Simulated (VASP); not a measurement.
Input of a VASP 6.6.1 run:

INCAR

```
PREC = Accurate
ENCUT = 520
EDIFF = 1E-6
ISMEAR = -1
SIGMA = 0.05
LREAL = Auto
LASPH = True
NELM = 60
ALGO = Normal
ISIF = 2
LWAVE = False
LCHARG = False
GGA = CA
NBANDS = 131
```

KPOINTS

```
Automatic mesh
0
Gamma
  3 3 1
```

POSCAR

```
BH3W12C12
1.0
    5.7958000000      0.0000000000      0.0000000000
   -2.8979000000      5.0193100000      0.0000000000
    0.0000000000      0.0000000000     19.0722500000
W C B H
12 12 1 3
Direct
    0.0000000000      0.0000000000      0.0524321986
    0.0004889118      0.0009778236      0.1994218301
   -0.0054984278     -0.0110041022      0.3468665207
    0.0000000000      0.5000000000      0.0524321986
    0.0004875992      0.4995106897      0.1994212534
   -0.0055050170      0.5054991622      0.3468656818
    0.5000000000      0.0000000000      0.0524321986
    0.5000010157      0.0000009962      0.2001647420
    0.4999945374     -0.0000029885      0.3487043217
    0.5000000000      0.5000000000      0.0524321986
    0.4990232239      0.4995126820      0.1994212010
    0.5110011556      0.5055055376      0.3468670451
    0.3333333665      0.1666667331      0.1265949219
    0.3350623830      0.1649423925      0.2721799997
    0.3265143352      0.1734955601      0.4177733094
    0.3333333665      0.6666667331      0.1265949219
    0.3350587905      0.6701199966      0.2721797376
    0.3264943225      0.6530162512      0.4177734143
    0.8333333665      0.1666667331      0.1265949219
    0.8298781898      0.1649384079      0.2721806814
    0.8469788857      0.1734863955      0.4177718937
    0.8333333665      0.6666667331      0.1265949219
    0.8333320592      0.6666665338      0.2702781790
    0.8333356362      0.6666671315      0.4080456160
    0.1666627185      0.3333340638      0.4224162854
   -0.2272076361      0.1363687439      0.4719646083
    0.3636221615      0.1364378769      0.4719682785
    0.3635522871      0.7272105130      0.4719654996
```

Potentials or basis: VASP PAW LDA potentials, release 64 (W_sv, C, B, H).

Launch:

```bash
$ cat potpaw_LDA.64/W_sv/POTCAR potpaw_LDA.64/C/POTCAR potpaw_LDA.64/B/POTCAR potpaw_LDA.64/H/POTCAR > POTCAR
$ mpirun -np 1 vasp_std > vasp.out
```

Question: Predict the largest force.

Answer: 1.184 eV/Å.

Question: What does it give for the band gap on the k mesh?

Answer: Zero (bands 111 and 112 overlap by 0.44 eV).

Forces in eV/Å, atoms in the order of the input:
```
W    0.000  0.037  1.032
W    0.000  0.004 -0.005
W    0.000  0.043 -0.012
W    0.032 -0.018  1.032
W    0.003 -0.002 -0.004
W    0.036 -0.021 -0.013
W    0.000  0.000  1.082
W    0.000  0.000 -0.009
W    0.000  0.000  0.032
W   -0.032 -0.018  1.032
W   -0.003 -0.002 -0.004
W   -0.036 -0.021 -0.013
C   -0.009  0.005 -1.184
C    0.005 -0.003  0.014
C   -0.004  0.002  0.063
C    0.000 -0.010 -1.184
C    0.000  0.006  0.014
C    0.000 -0.004  0.063
C    0.009  0.005 -1.184
C   -0.005 -0.003  0.014
C    0.004  0.002  0.063
C    0.000  0.000 -1.148
C    0.000  0.000  0.005
C    0.000  0.000  0.160
B    0.000  0.000  0.025
H   -0.020 -0.011  0.043
H    0.020 -0.011  0.043
H    0.000  0.022  0.043
```

Caveat: the k points lie up to 0.42 Å⁻¹ apart; there is no dipole correction, which matters where the two faces differ; spin-orbit coupling is left out, which moves the levels of the heavy elements.
